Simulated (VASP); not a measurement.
Set up this calculation in VASP 6.6.1, as the native input.

```yaml
Task: electric field gradients
Functional: PBEsol
Potentials_or_basis: VASP PAW PBE potentials, release 64 (Pb_d)
Cutoff: 520 eV
k_mesh: 13 × 13 × 13
Occupations: fermi-dirac, width 0.08 eV
Spin: no spin polarisation
Dipole_correction: no
Further_INCAR_settings: ALGO = Normal; EDIFF = 1e-08; NBANDS = 13
```

The structure of Pb lies in POSCAR:

```
Pb
1.0
    0.0000000000      2.5023010956      2.5023010956
    2.5023010956      0.0000000000      2.5023010956
    2.5023010956      2.5023010956      0.0000000000
Pb
1
Direct
    0.0000000000      0.0000000000      0.0000000000
```

One way to write it, as run:

INCAR

```
SYSTEM = Pb
ALGO = Normal ; EDIFF = 1E-8
ENCUT = 520 ; GGA = PS
ISIF = 2 ; ISMEAR = -1
LASPH = .TRUE. ; LCHARG = .FALSE.
LEFG = .TRUE. ; LREAL = .FALSE.
LWAVE = .FALSE. ; NBANDS = 13
NELM = 100 ; PREC = Accurate
SIGMA = 0.08
```

KPOINTS

```
k-points
0
G
  13 13 13
  0 0 0
```

Potentials or basis: VASP PAW PBE potentials, release 64 (Pb_d).

Run with:

```sh
$ cat potpaw_PBE.64/Pb_d/POTCAR > POTCAR
$ mpirun -np 1 vasp_std > vasp.out
```

It gave:

| Item | Value |
| --- | --- |
| Pressure | -1.9 GPa |
| Band gap on the k mesh | zero (bands 7 and 8 overlap by 8.77 eV) |
| Largest electric field gradient by atom | zero within the noise of the run |

Caveat: the PAW data sets were made with another functional, which shifts forces and pressure a little; spin-orbit coupling is left out, which moves the levels of the heavy elements.

Wall time 14 s on 1 thread of Intel(R) Xeon(R) 6975P-C (Granite Rapids), on a shared host, peak memory 0.17 GiB.
